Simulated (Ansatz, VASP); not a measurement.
# Two plane-wave programs on BaS

```
Ba S
1.0
     0.00000    3.19375    3.22569
     3.19375    0.00000    3.22569
     3.19375    3.19375    0.00000
Ba S
1 1
Direct
  0.00000 0.00000 0.00000
  0.50000 0.50000 0.50000
```

Change from the starting cell: strain +0.0100 x Voigt [0, 0, 1, 0, 0, 0], atoms carried along.

Alike in both runs: task single point; functional LDA; k mesh 8 × 8 × 8; occupations gaussian, width 0.05 eV; no spin polarisation.

```csv
,VASP,Ansatz
version,VASP 6.6.1,Ansatz 0.2.0
potentials or method,"VASP PAW LDA potentials, release 64 (Ba_sv, S), cutoff 520 eV","scalar-relativistic, plane waves, PAW"
valence electrons in the cell,16,16
```

VASP gave:

```
gap on the k mesh at the Fermi level (eV)                     : 1.91
least direct gap on the mesh (eV)                             : 2.05
pressure (GPa)                                                : -2.2
traceless stress, the component that is largest in VASP (GPa) : -0.50
```

What did Ansatz give for the same quantities?

gap on the k mesh at the Fermi level (eV): 2.01; least direct gap on the mesh (eV): 2.12; pressure (GPa): -2.8; traceless stress, the component that is largest in VASP (GPa): -0.44.

LDA's correlation is that of Perdew and Zunger in VASP and of Perdew and Wang (1992) in Ansatz.

Spin-orbit coupling is off throughout.
